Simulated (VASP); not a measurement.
**AlN: single point with PBE**

The system is AlN.

```xyz
4
Lattice="3.1892 0.0000 0.0000 -1.5946 2.7619 0.0000 0.0000 0.0000 3.8107" Properties=species:S:1:pos:R:3 pbc="T T T"
Al    0.0000    1.8413    2.8580
Al    1.5946    0.9206    0.9527
N     0.0000    1.8413    0.9527
N     1.5946    0.9206    2.8580
```

* Program: VASP 6.6.1
* Task: single point
* Functional: PBE
* Potentials or basis: VASP PAW PBE potentials, release 64 (Al, N)
* Cutoff: 520 eV
* k mesh: 9 × 9 × 6
* Occupations: gaussian, width 0.05 eV
* Spin: no spin polarisation

```
Pressure               : 48.6 GPa
Band gap on the k mesh : 4.50 eV, indirect (least direct gap 4.55 eV)
```

Stress tensor (GPa, compression positive):
```
42.63  0.00  0.00
 0.00 42.63  0.00
 0.00  0.00 60.63
```

Levels at points of the mesh, in eV from the valence-band top:
```tsv
k point	band 6	band 7	band 8	band 9	band 10	band 11
(0.00, 0.00, 0.00)	-1.65	-1.65	0.00	4.55	5.89	9.13
(0.00, 0.00, 0.50)	-2.77	-2.77	-2.77	6.81	6.81	9.06
```

Wall time 8.9 s on 1 thread of Intel(R) Xeon(R) 6975P-C (Granite Rapids), with other jobs on the host, peak memory 0.15 GiB.

A k mesh can miss the band edges. PBE gaps usually lie below the measured ones, often by a third to a half.
